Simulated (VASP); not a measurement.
Write the native input for VASP 6.6.1 that does the following.

- Task: single point
- Functional: PBE
- Potentials or basis: VASP PAW PBE potentials, release 64 (Al, Ru_pv)
- Cutoff: 520 eV
- k mesh: 16 × 16 × 16
- Occupations: gaussian, width 0.15 eV
- Spin: no spin polarisation
- Dipole correction: no
- Further INCAR settings: ALGO = Fast; EDIFF = 1e-06; NBANDS = 16

The structure of AlRu lies in POSCAR:

```
AlRu
1.0
    2.9916000000      0.0000000000      0.0000000000
    0.0000000000      2.9916000000      0.0000000000
    0.0000000000      0.0000000000      2.9916000000
Al Ru
1 1
Direct
    0.0000000000      0.0000000000      0.0000000000
    0.5000000000      0.5000000000      0.5000000000
```

These files were run (other wordings do the same):

INCAR

```
ALGO     = Fast           # electronic algorithm
EDIFF    = 1E-6           # SCF threshold, eV
ENCUT    = 520            # plane-wave cutoff, eV
GGA      = PE             # functional
ISIF     = 2              # what is computed and relaxed
ISMEAR   = 0              # smearing method
LASPH    = T              # aspherical terms in the spheres
LCHARG   = F              # write CHGCAR
LREAL    = F              # projectors in reciprocal space
LWAVE    = F              # write WAVECAR
NBANDS   = 16             # bands
NELM     = 80             # most SCF steps
PREC     = Accurate       # precision mode
SIGMA    = 0.15           # smearing width, eV
```

KPOINTS

```
k-points
0
Gamma
  16 16 16
```

Potentials or basis: VASP PAW PBE potentials, release 64 (Al, Ru_pv).

Command:

```bash
$ cat potpaw_PBE.64/Al/POTCAR potpaw_PBE.64/Ru_pv/POTCAR > POTCAR
$ mpirun -np 1 vasp_std > vasp.out
```

Results of the run:

The pressure is 2.5 GPa.

Wall time 55 s on 1 thread of Intel Xeon 8259CL (shared host), peak memory 0.19 GiB.
